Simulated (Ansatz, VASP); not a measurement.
**Two plane-wave programs on HfSi3Br4**

```
Hf Si Br
1.0
     6.27857    0.00000    0.00000
     0.00000    6.27857    0.00000
     0.00000    0.00000    6.27857
Hf Si Br
1 3 4
Direct
  0.00000 0.00000 0.00000
  0.00000 0.50000 0.50000
  0.50000 0.00000 0.50000
  0.50000 0.50000 0.00000
  0.50000 0.00000 0.00000
  0.00000 0.50000 0.00000
  0.00000 0.00000 0.50000
  0.50000 0.50000 0.50000
```

Alike in both runs: task single point; functional PBE; k mesh 4 × 4 × 4; occupations gaussian, width 0.1 eV; no spin polarisation.

|  | VASP | Ansatz |
| --- | --- | --- |
| version | VASP 6.6.1 | Ansatz 0.2.0 |
| potentials or method | VASP PAW PBE potentials, release 64 (Hf_pv, Si, Br), cutoff 520 eV | scalar-relativistic, plane waves, PAW |
| valence electrons in the cell | 50 | 66 |

|  | VASP | Ansatz | Ansatz less VASP |
| --- | --- | --- | --- |
| gap on the k mesh at the Fermi level (eV) | none | none | - |
| pressure (GPa) | -5.0 | -4.9 | +0.05 |

A gap of «none» marks a metal or a gap that the smearing closes. VASP's potentials hold 50 valence electrons a cell and Ansatz's 66, so a difference there can come from the potentials and not from the codes.

Spin-orbit coupling is off throughout.
